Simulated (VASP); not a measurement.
# Yb (Pm-3m) in VASP: notebook

Yb is run at these levels: revPBE; tasks: single point.

Everything below comes from runs of VASP 6.6.1. Logs are shortened: lines on timing, memory, paths and dates and some standing lists are left out, and cuts for length are marked.

## (1) The cell of the first run

Symmetry: Pm-3m, No. 221, cubic system. Conventional cell: a = 3.529 Å, b = 3.529 Å, c = 3.529 Å, α = 90.00°, β = 90.00°, γ = 90.00°. Within 4.6 Å of Yb (site symmetry m-3m) lie 6 Yb at 3.53 Å.

## (2) Single point, revPBE (volume scaled by 1.04)

File INCAR:

```
SYSTEM = Yb
PREC     = Accurate       ! precision mode
ENCUT    = 520            ! plane-wave cutoff, eV
EDIFF    = 1E-6           ! SCF threshold, eV
ISMEAR   = -1             ! smearing method
SIGMA    = 0.1            ! smearing width, eV
LREAL    = .False.        ! projectors in reciprocal space
LASPH    = .True.         ! aspherical terms in the spheres
NELM     = 100            ! most SCF steps
ALGO     = Normal         ! electronic algorithm
ISIF     = 2              ! what is computed and relaxed
LWAVE    = .False.        ! write WAVECAR
LCHARG   = .False.        ! write CHGCAR
GGA      = RE             ! functional
NBANDS   = 18             ! bands
```

File KPOINTS:

```
regular mesh
0
Gamma
  10 10 10
  0 0 0
```

File POSCAR:

```
Yb
1.0
    3.5291167650      0.0000000000      0.0000000000
    0.0000000000      3.5291167650      0.0000000000
    0.0000000000      0.0000000000      3.5291167650
Yb
1
Direct
    0.0000000000      0.0000000000      0.0000000000
```

Potentials or basis: VASP PAW PBE potentials, release 64 (Yb).

Started as:

```bash
> cat potpaw_PBE.64/Yb/POTCAR > POTCAR
> mpirun -np 1 vasp_std > vasp.out
```

OUTCAR:

```text
SYSTEM = Yb
   PREC = Accurate
   ENCUT = 520
   EDIFF = 1E-6
   ISMEAR = -1
   LREAL = .False.
   LASPH = .True.
   NELM = 100
   ISIF = 2
   GGA = RE

 ion  position               nearest neighbor table
   1  0.000  0.000  0.000-

  LATTYP: Found a simple cubic cell.
 ALAT       =     3.5291167650

  Lattice vectors:

 A1 = (   3.5291167650,   0.0000000000,   0.0000000000)
 A2 = (   0.0000000000,   3.5291167650,   0.0000000000)
 A3 = (   0.0000000000,   0.0000000000,   3.5291167650)

Analysis of symmetry for initial positions (statically):
=====================================================================
 Subroutine PRICEL returns:
 Original cell was already a primitive cell.

 Routine SETGRP: Setting up the symmetry group for a
 simple cubic supercell.

 Subroutine GETGRP returns: Found 48 space group operations
 (whereof 48 operations were pure point group operations)
 out of a pool of 48 trial point group operations.

The static configuration has the point symmetry O_h .

Analysis of symmetry for dynamics (positions and initial velocities):
=====================================================================
 Subroutine PRICEL returns:
 Original cell was already a primitive cell.

 Routine SETGRP: Setting up the symmetry group for a
 simple cubic supercell.

 Subroutine GETGRP returns: Found 48 space group operations
 (whereof 48 operations were pure point group operations)
 out of a pool of 48 trial point group operations.

The dynamic configuration has the point symmetry O_h .

 Subroutine INISYM returns: Found 48 space group operations
 (whereof 48 operations are pure point group operations),
 and found     1 'primitive' translations

----------------------------------------------------------------------------------------

                                     Primitive cell

  volume of cell :      43.9540

  direct lattice vectors                    reciprocal lattice vectors
     3.529116765  0.000000000  0.000000000     0.283357017  0.000000000  0.000000000
     0.000000000  3.529116765  0.000000000     0.000000000  0.283357017  0.000000000
     0.000000000  0.000000000  3.529116765     0.000000000  0.000000000  0.283357017

  length of vectors
     3.529116765  3.529116765  3.529116765     0.283357017  0.283357017  0.283357017

  position of ions in fractional coordinates (direct lattice)
     0.000000000  0.000000000  0.000000000

  ion indices of the primitive-cell ions
   primitive index   ion index
                 1           1

----------------------------------------------------------------------------------------

 KPOINTS: regular mesh

Automatic generation of k-mesh.
 Grid dimensions read from file:
 generate k-points for:   10   10   10

 Generating k-lattice:

  Cartesian coordinates                     Fractional coordinates (reciprocal lattice)
     0.028335702  0.000000000  0.000000000     0.100000000  0.000000000  0.000000000
     0.000000000  0.028335702  0.000000000     0.000000000  0.100000000  0.000000000
     0.000000000  0.000000000  0.028335702     0.000000000  0.000000000  0.100000000

  Length of vectors
     0.028335702  0.028335702  0.028335702

  Shift w.r.t. Gamma in fractional coordinates (k-lattice)
     0.000000000  0.000000000  0.000000000

 Subroutine IBZKPT returns following result:
 ===========================================

 Found     56 irreducible k-points:

 Following reciprocal coordinates:
            Coordinates               Weight
  0.000000  0.000000  0.000000      1.000000
  0.100000  0.000000  0.000000      6.000000
  0.200000  0.000000  0.000000      6.000000
  0.300000  0.000000  0.000000      6.000000
  0.400000  0.000000  0.000000      6.000000
  0.500000  0.000000  0.000000      3.000000
[... 16 lines left out ...]
  0.200000  0.100000  0.100000     24.000000
  0.300000  0.100000  0.100000     24.000000
 [... further k-points ...]
   k-points           NKPTS =     56   k-points in BZ     NKDIM =     56   number of bands    NBANDS=     18
   number of dos      NEDOS =    301   number of ions     NIONS =      1
   total plane-waves  NPLWV =  21952
   dimension x,y,z NGX =    28 NGY =   28 NGZ =   28
   dimension x,y,z NGXF=    56 NGYF=   56 NGZF=   56
   ions per type =               1
   NGX,Y,Z   is equivalent  to a cutoff of  13.19, 13.19, 13.19 a.u.
   NGXF,Y,Z  is equivalent  to a cutoff of  26.38, 26.38, 26.38 a.u.
 SYSTEM =  Yb
   PREC   = accura    normal or accurate (medium, high low for compatibility)
   ISTART =      0    job   : 0-new  1-cont  2-samecut
   ICHARG =      2    charge: 1-file 2-atom 10-const
   ISPIN  =      1    spin polarized calculation?
   LNONCOLLINEAR =      F non collinear calculations
   LSORBIT =      F    spin-orbit coupling
   LASPH  =      T    aspherical Exc in radial PAW
   ENCUT  =  520.0 eV  38.22 Ry    6.18 a.u.   6.56  6.56  6.56*2*pi/ulx,y,z
   NELM   =    100;   NELMIN=  2; NELMDL= -5     # of ELM steps
   EDIFF  = 0.1E-05   stopping-criterion for ELM
   LREAL  =      F    real-space projection
   EDIFFG = 0.1E-04   stopping-criterion for IOM
   NSW    =      0    number of steps for IOM
   IBRION =     -1    ionic relax: 0-MD 1-quasi-New 2-CG
   NFREE  =      0    steps in history (QN), initial steepest desc. (CG)
   ISIF   =      2    stress and relaxation
   ISYM   =      2    0-nonsym 1-usesym 2-fastsym
   POTIM  = 0.5000    time-step for ionic-motion
   TEBEG  =    0.0;   TEEND  =   0.0 temperature during run
   PSTRESS=    0.0 pullay stress
   NELECT =      24.0000    total number of electrons
   NUPDOWN=      -1.0000    fix difference up-down
   EMIN   =  10.00;   EMAX   =-10.00  energy-range for DOS
   EFERMI =   0.00;   METHOD = LEGACY
   ISMEAR =    -1;   SIGMA  =   0.10  broadening in eV -4-tet -1-fermi 0-gaus
   EFERMI_NEDOS =   21; number of points for ismear=-14 and -15
   IALGO  =     38    algorithm
   IMIX   =      4    mixing-type and parameters
     AMIX     =   0.40;   BMIX     =  1.00
     AMIX_MAG =   1.60;   BMIX_MAG =  1.00
  volume/ion in A,a.u.               =      43.95       296.62
  Fermi-wavevector in a.u.,A,eV,Ry     =   1.338071  2.528588 24.360340  1.790434
  Thomas-Fermi vector in A             =   2.466570
   LORBIT       =      0    0 simple, 1 ext, 2 COOP (PROOUT), +10 PAW based schemes
   GGA     = RE    functional components
   LHFCALC =     F    Hartree Fock is set to
   AEXX    =    0.0000 exact exchange contribution
   IVDW    =     0    specifies the selected vdW correction
   LEPSILON=     F    determine dielectric tensor
   LRPA    =     F    only Hartree local field effects (RPA)
 non-spin polarized calculation
  energy-cutoff  :      520.00
  volume of cell :       43.95
 maximum number of plane-waves:      1213
 NGX is ok and might be reduce to    28
   NGX = 13   NGY = 13   NGZ = 13

 number of electron      24.0000022 magnetization

 Free energy of the ion-electron system (eV)
  ---------------------------------------------------
  ext. energy  EPLUGINS =         0.00000000
  ---------------------------------------------------
  free energy    TOTEN  =        -2.86260616 eV

  energy without entropy =       -2.77514108  energy(sigma->0) =       -2.81887362

 E-fermi :   0.9079     XC(G=0):  -8.4761

 val. band max:        0.9044903429   @ k =   0.5000   0.3000   0.3000
 cond. band min:       1.0091292482   @ k =   0.5000   0.4000   0.3000
 fundamental gap:      0.1046389052
 Fermi energy:         0.9078947949

 k-point     1 :       0.0000    0.0000    0.0000
  band No.  band energies     occupation
      1     -51.1590      2.00000
      2     -23.3942      2.00000
      3     -23.3942      2.00000
      4     -23.3942      2.00000
      5      -3.6240      2.00000
      6       0.3892      1.98889
[... 10 lines left out ...]
     17       6.9033      0.00000
     18       9.7432      0.00000

 k-point     2 :       0.1000    0.0000    0.0000
  band No.  band energies     occupation
      1     -51.1580      2.00000
      2     -23.4219      2.00000
      3     -23.3919      2.00000
      4     -23.3919      2.00000
      5      -3.4647      2.00000
      6       0.3832      1.98952
[... 10 lines left out ...]
     17       6.9258      0.00000
     18       8.8991      0.00000

 k-point     3 :       0.2000    0.0000    0.0000
  band No.  band energies     occupation
      1     -51.1553      2.00000
      2     -23.4935      2.00000
      3     -23.3859      2.00000
      4     -23.3859      2.00000
      5      -3.0100      2.00000
      6       0.3693      1.99088
[... 10 lines left out ...]
     17       6.9853      0.00000
     18       7.8150      0.00000

 k-point     4 :       0.3000    0.0000    0.0000
  band No.  band energies     occupation
      1     -51.1520      2.00000
      2     -23.5805      2.00000
      3     -23.3785      2.00000
      4     -23.3785      2.00000
      5      -2.3253      2.00000
      6       0.3449      1.99285
[... 10 lines left out ...]
     17       7.0606      0.00000
     18       7.4341      0.00000

 k-point     5 :       0.4000    0.0000    0.0000
  band No.  band energies     occupation
      1     -51.1494      2.00000
      2     -23.6498      2.00000
      3     -23.3725      2.00000
      4     -23.3725      2.00000
      5      -1.5328      2.00000
      6       0.3188      1.99449
[... 10 lines left out ...]
     17       7.1230      0.00000
     18       7.8554      0.00000

 k-point     6 :       0.5000    0.0000    0.0000
  band No.  band energies     occupation
      1     -51.1484      2.00000
      2     -23.6759      2.00000
      3     -23.3701      2.00000
      4     -23.3701      2.00000
      5      -1.0418      2.00000
      6       0.2701      1.99661
[... 307 lines left out ...]
 k-point    21 :       0.5000    0.5000    0.0000
  band No.  band energies     occupation
      1     -51.1379      2.00000
      2     -23.6416      2.00000
      3     -23.6416      2.00000
      4     -23.3471      2.00000
      5       0.2973      1.99555
      6       0.3389      1.99326
[... 10 lines left out ...]
     17       5.1387      0.00000
     18       8.2857      0.00000

 k-point    22 :       0.1000    0.1000    0.1000
  band No.  band energies     occupation
      1     -51.1560      2.00000
      2     -23.4194      2.00000
      3     -23.4159      2.00000
      4     -23.4159      2.00000
      5      -3.1476      2.00000
      6       0.3859      1.98924
[... 10 lines left out ...]
     17       6.2870      0.00000
     18       9.4650      0.00000

 k-point    23 :       0.2000    0.1000    0.1000
  band No.  band energies     occupation
      1     -51.1533      2.00000
      2     -23.4883      2.00000
      3     -23.4119      2.00000
      4     -23.4098      2.00000
      5      -2.6962      2.00000
      6       0.3731      1.99053
[... 10 lines left out ...]
     17       6.3283      0.00000
     18       8.6896      0.00000

 k-point    24 :       0.3000    0.1000    0.1000
  band No.  band energies     occupation
      1     -51.1500      2.00000
      2     -23.5747      2.00000
      3     -23.4042      2.00000
      4     -23.4021      2.00000
      5      -2.0157      2.00000
      6       0.3481      1.99262
[... 10 lines left out ...]
     17       6.4334      0.00000
     18       8.0515      0.00000

 [... further k-points ...]
[... 5 lines left out ...]
  --------------------------------------------------------------------------------------
  -------------------------------------------------------------------------------------
  Total        0.0338972      0.0338972      0.0338972     -0.0000000     -0.0000000     -0.0000000
  in kB        1.2355947      1.2355947      1.2355947     -0.0000000     -0.0000000     -0.0000000
  external PRESSURE =       1.2355947 kB  Pullay stress =       0.0000000 kB

 VOLUME and BASIS-vectors are now :
 -----------------------------------------------------------------------------
  energy-cutoff  :      520.00
  volume of cell :       43.95
      direct lattice vectors                 reciprocal lattice vectors
     3.529116765  0.000000000  0.000000000     0.283357017  0.000000000  0.000000000
     0.000000000  3.529116765  0.000000000     0.000000000  0.283357017  0.000000000
     0.000000000  0.000000000  3.529116765     0.000000000  0.000000000  0.283357017

 POSITION                                       TOTAL-FORCE (eV/Angst)
 -----------------------------------------------------------------------------------
      0.00000      0.00000      0.00000         0.000000      0.000000      0.000000
 -----------------------------------------------------------------------------------
    total drift:                               -0.000000     -0.000000     -0.000000

  FREE ENERGIE OF THE ION-ELECTRON SYSTEM (eV)
  ---------------------------------------------------
  free  energy   TOTEN  =        -2.8626061648 eV

  energy  without entropy=       -2.7751410818  energy(sigma->0) =       -2.81887362
```

It took 100 s on 1 thread of Intel Xeon Platinum 8259CL at 2.50GHz (Skylake/Cascade Lake), shared host; peak memory 0.2 GiB.

Results:

- Free energy: -2.8626 eV
- Pressure: 0.1 GPa
- Band gap on the k mesh: zero (band 12 reaches 1.52 eV, above the bottom of band 13 at 0.57 eV)

Levels at points of the mesh, in eV from the Fermi level:
| k point | band 9 | band 10 | band 11 | band 12 | band 13 | band 14 | band 15 | band 16 |
| --- | --- | --- | --- | --- | --- | --- | --- | --- |
| (0.00, 0.00, 0.00) | -0.50 | -0.50 | -0.50 | -0.45 | 0.79 | 0.79 | 6.00 | 6.00 |
| (0.50, 0.00, 0.00) | -0.51 | -0.47 | -0.44 | -0.44 | -0.26 | 1.48 | 3.70 | 3.70 |
| (0.50, 0.50, 0.00) | -0.51 | -0.49 | -0.45 | -0.44 | 0.49 | 2.67 | 2.67 | 4.23 |
| (0.50, 0.50, 0.50) | -0.46 | -0.46 | -0.46 | 0.61 | 0.61 | 0.61 | 5.51 | 6.04 |

Caveat: the cell differs from its parent crystal (volume scaled by 1.04); the PAW data sets were made with another functional, which shifts forces and pressure a little; spin-orbit coupling is left out, which moves the levels of the heavy elements. Spin polarisation is off, so any magnetic state and its effect on volume and gap are missing.

## (3) Single point, revPBE (volume scaled by 1.08)

File INCAR:

```
SYSTEM = Yb
PREC = Accurate
ENCUT = 520
EDIFF = 1E-6
ISMEAR = -1
SIGMA = 0.1
LREAL = .False.
LASPH = .True.
NELM = 80
ALGO = Normal
ISIF = 2
LWAVE = .False.
LCHARG = .True.
GGA = RE
LELF = .True.
LVHAR = .True.
NBANDS = 18
```

KPOINTS is that of step 2.

File POSCAR:

```
Yb
1.0
    3.5737938720      0.0000000000      0.0000000000
    0.0000000000      3.5737938720      0.0000000000
    0.0000000000      0.0000000000      3.5737938720
Yb
1
Direct
    0.0000000000      0.0000000000      0.0000000000
```

Potentials or basis: VASP PAW PBE potentials, release 64 (Yb).

Started as:

```bash
> cat potpaw_PBE.64/Yb/POTCAR > POTCAR
> mpirun -np 1 vasp_std > vasp.out
```

Run time: 1.7 min. Hardware: 1 thread of Intel Xeon Platinum 8259CL at 2.50GHz (Skylake/Cascade Lake), shared host; peak memory 0.2 GiB.

The run converged. Its results:

```yaml
Free_energy: -2.8553 eV
Pressure: -0.6 GPa
Band_gap_on_the_k_mesh: zero (band 12 reaches 1.45 eV, above the bottom of band 13 at 0.44 eV)
```

Levels at points of the mesh, in eV from the Fermi level:
```tsv
k point	band 10	band 11	band 12	band 13	band 14	band 15
(0.00, 0.00, 0.00)	-0.50	-0.50	-0.46	0.82	0.82	5.83
(0.50, 0.00, 0.00)	-0.47	-0.45	-0.45	-0.29	1.48	3.63
(0.50, 0.50, 0.00)	-0.49	-0.45	-0.44	0.45	2.53	2.53
(0.50, 0.50, 0.50)	-0.46	-0.46	0.65	0.65	0.65	5.43
```

Caveat: the cell differs from its parent crystal (volume scaled by 1.08); the PAW data sets were made with another functional, which shifts forces and pressure a little; spin-orbit coupling is left out, which moves the levels of the heavy elements. Spin polarisation is off, so any magnetic state and its effect on volume and gap are missing.

## (4) Single point, revPBE (volume scaled by 1.12)

File INCAR:

```
SYSTEM = Yb
  PREC = Accurate
  ENCUT = 520
  EDIFF = 1E-6
  ISMEAR = -1
  SIGMA = 0.1
  LREAL = .False.
  LASPH = .True.
  NELM = 100
  ALGO = Normal
  ISIF = 2
  LWAVE = .False.
  LCHARG = .True.
  GGA = RE
  LELF = .True.
  LVHAR = .True.
  NBANDS = 18
```

File KPOINTS:

```
Automatic mesh
0
Gamma
  10 10 10
  0 0 0
```

File POSCAR:

```
Yb
1.0
    3.6173810198      0.0000000000      0.0000000000
    0.0000000000      3.6173810198      0.0000000000
    0.0000000000      0.0000000000      3.6173810198
Yb
1
Direct
    0.0000000000      0.0000000000      0.0000000000
```

Started as:

```bash
> cat potpaw_PBE.64/Yb/POTCAR > POTCAR
> mpirun -np 1 vasp_std > vasp.out
```

Wall time 77 s (1 thread of Intel Xeon Platinum 8259CL at 2.50GHz (Skylake/Cascade Lake), shared host); peak memory 0.2 GiB.

It converged, with:

```yaml
Free_energy: -2.8451 eV
Pressure: 0.4 GPa
Band_gap_on_the_k_mesh: zero (band 12 reaches 1.39 eV, above the bottom of band 13 at 0.34 eV)
```

Levels at points of the mesh, in eV from the Fermi level:
| k point | band 10 | band 11 | band 12 | band 13 | band 14 | band 15 |
| --- | --- | --- | --- | --- | --- | --- |
| (0.00, 0.00, 0.00) | -0.50 | -0.50 | -0.46 | 0.84 | 0.84 | 5.68 |
| (0.50, 0.00, 0.00) | -0.47 | -0.45 | -0.45 | -0.32 | 1.48 | 3.56 |
| (0.50, 0.50, 0.00) | -0.47 | -0.45 | -0.45 | 0.41 | 2.41 | 2.41 |
| (0.50, 0.50, 0.50) | -0.46 | -0.46 | 0.68 | 0.68 | 0.68 | 5.36 |

Caveat: the cell differs from its parent crystal (volume scaled by 1.12); the PAW data sets were made with another functional, which shifts forces and pressure a little; spin-orbit coupling is left out, which moves the levels of the heavy elements.

## (5) Single point, revPBE

This run uses another cell than the first one, of 42.26 Å³/atom, 0.962 times its volume.

File INCAR:

```
PREC = Accurate
ENCUT = 520
EDIFF = 1E-6
ISMEAR = -1
SIGMA = 0.1
LREAL = False
LASPH = True
NELM = 60
ALGO = Normal
ISIF = 2
LWAVE = False
LCHARG = False
GGA = RE
NBANDS = 18
```

File KPOINTS:

```
Automatic mesh
0
Gamma
  15 15 15
```

File POSCAR:

```
Yb
1.0
    3.4832788915      0.0000000000      0.0000000000
    0.0000000000      3.4832788915      0.0000000000
    0.0000000000      0.0000000000      3.4832788915
Yb
1
Direct
    0.0000000000      0.0000000000      0.0000000000
```

Started as:

```bash
> cat potpaw_PBE.64/Yb/POTCAR > POTCAR
> mpirun -np 1 vasp_std > vasp.out
```

It took 3.1 min on 1 thread of Intel Xeon Platinum 8259CL at 2.50GHz (Skylake/Cascade Lake), shared host; peak memory 0.24 GiB.

It converged, with:

```yaml
Free_energy: -2.8630 eV
Pressure: 0.2 GPa
Band_gap_on_the_k_mesh: zero (band 12 reaches 1.54 eV, above the bottom of band 13 at 0.80 eV)
```

Levels at points of the mesh, in eV from the Fermi level:
```
           k point  band 8  band 9  band 10  band 11  band 12  band 13  band 14  band 15  band 16  band 17
(0.00, 0.00, 0.00)   -0.52   -0.50    -0.50    -0.50    -0.45     0.77     0.77     6.18     6.18     6.18
```

Caveat: the PAW data sets were made with another functional, which shifts forces and pressure a little; spin-orbit coupling is left out, which moves the levels of the heavy elements. Spin polarisation is off, so any magnetic state and its effect on volume and gap are missing.

## (6) Summary

| cell | k mesh | gap on the mesh (eV) | pressure (GPa) |
| --- | --- | --- | --- |
| a = 3.529 Å, 1 atom | 10 × 10 × 10 | none | 0.1 |
| a = 3.574 Å, 1 atom | 10 × 10 × 10 | none | -0.6 |
| a = 3.617 Å, 1 atom | 10 × 10 × 10 | none | 0.4 |
| a = 3.483 Å, 1 atom | 15 × 15 × 15 | none | 0.2 |

Alike in all rows: task single point; level revPBE; potentials or basis VASP PAW PBE potentials, release 64 (Yb); no spin polarisation; cutoff (eV) 520; smearing fermi-dirac 0.1 eV.

Caveats: the PAW data sets were made with another functional, which shifts forces and pressure a little; spin-orbit coupling is left out, which moves the levels of the heavy elements.

Total energies depend on the potentials used, so only differences within one code and one set of settings carry meaning.
